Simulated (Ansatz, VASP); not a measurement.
One calculation of CaO, two programs

The input POSCAR:

```
CaO
1.0
    0.0000000000      2.3485040427      2.3485040427
    2.3485040427      0.0000000000      2.3485040427
    2.3485040427      2.3485040427      0.0000000000
Ca O
1 1
Direct
    0.0000000000      0.0000000000      0.0000000000
    0.5000000000      0.5000000000      0.5000000000
```

Contents of INCAR.step1:

```
SYSTEM = CaO
  PREC = Accurate
  ENCUT = 520
  ISMEAR = 0
  SIGMA = 0.02
  LREAL = .FALSE.
  LASPH = .TRUE.
  NELM = 100
  NBANDS = 15
  GGA = PE
  ALGO = Normal
  EDIFF = 1E-4
  LWAVE = .TRUE.
  LCHARG = .FALSE.
```

INCAR.step2

```
SYSTEM = CaO
  PREC = Accurate
  ENCUT = 520
  EDIFF = 1E-7
  ISMEAR = 0
  SIGMA = 0.02
  LREAL = .FALSE.
  LASPH = .TRUE.
  NELM = 100
  ALGO = Normal
  ISIF = 2
  LWAVE = .FALSE.
  LCHARG = .FALSE.
  METAGGA = R2SCAN
  LMIXTAU = .TRUE.
  NBANDS = 15
  ISTART = 1
```

KPOINTS

```
regular mesh
0
G
  8 8 8
  0 0 0
```

Input for Ansatz:

```yaml
crystal:
  lattice:
    - [0.0, 2.3485040427, 2.3485040427]
    - [2.3485040427, 0.0, 2.3485040427]
    - [2.3485040427, 2.3485040427, 0.0]
  atoms:
    - { symbol: Ca, position: [0.0, 0.0, 0.0] }
    - { symbol: O, position: [0.5, 0.5, 0.5] }
basis:
  ecutwfc: 500
kpoints:
  mp_grid: { grid: [8, 8, 8] }
hamiltonian:
  xc: r2scan
scf:
  occupations: { method: gaussian, width: 0.02 }
output:
  forces: true
  stress: true
  eigenvalues: true
  write_density: true
  write_potential: true
  elf: true
  volumetric_format: npy
```

Alike in both runs: task single point; functional r2SCAN; k mesh 8 × 8 × 8; occupations gaussian, width 0.02 eV; no spin polarisation.

|  | VASP | Ansatz |
| --- | --- | --- |
| version | VASP 6.6.1 | Ansatz 0.2.0 |
| potentials or method | VASP PAW PBE potentials, release 64 (Ca_sv, O), cutoff 520 eV | scalar-relativistic, plane waves, PAW |
| valence electrons in the cell | 16 | 16 |

VASP gave:

```
gap on the k mesh at the Fermi level (eV) : 4.16
least direct gap on the mesh (eV)         : 4.51
pressure (GPa)                            : 9.7
```

Which values does Ansatz return?

gap on the k mesh at the Fermi level (eV): 4.17; least direct gap on the mesh (eV): 4.53; pressure (GPa): 8.3.

VASP's potentials were made for PBE, not for r2SCAN. With one functional, cell and mesh, what is left measures potentials, basis and numerics.
